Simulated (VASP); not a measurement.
CdS (x):

```
Cd S
1.0
     4.13700    0.00000    0.00000
    -2.06850    3.58275    0.00000
     0.00000    0.00000    6.71600
Cd S
2 2
Direct
  0.33333 0.66667 0.96309
  0.66667 0.33333 0.46309
  0.33333 0.66667 0.41391
  0.66667 0.33333 0.91391
```

Base run:

* Program: VASP 6.6.1
* Functional: PBEsol
* Potentials or basis: VASP PAW PBE potentials, release 64 (Cd_sv_GW, S)
* Cutoff: 540 eV
* k mesh: 9 × 9 × 4
* Occupations: gaussian, width 0.01 eV
* Spin: no spin polarisation

Its results: band gap on the k mesh 1.29 eV, direct; pressure 1.3 GPa; largest force 0.580 eV/Å.

**Question.** The run is repeated on the same cell with these changes: potentials or basis from VASP PAW PBE potentials, release 64 (Cd_sv_GW, S) to VASP PAW PBE potentials, release 64 (Cd, S); cutoff from 540 eV to 520 eV; further incar settings from ALGO = Normal; EDIFF = 1e-06; NBANDS = 34 to ALGO = Normal; EDIFF = 1e-06; NBANDS = 26; valence electrons from 52 to 36. What comes out?

**Answer.** Band gap on the k mesh 1.30 eV, direct; pressure 2.7 GPa; largest force 0.601 eV/Å.

Caveats: the PAW data sets were made with another functional, which shifts forces and pressure a little.

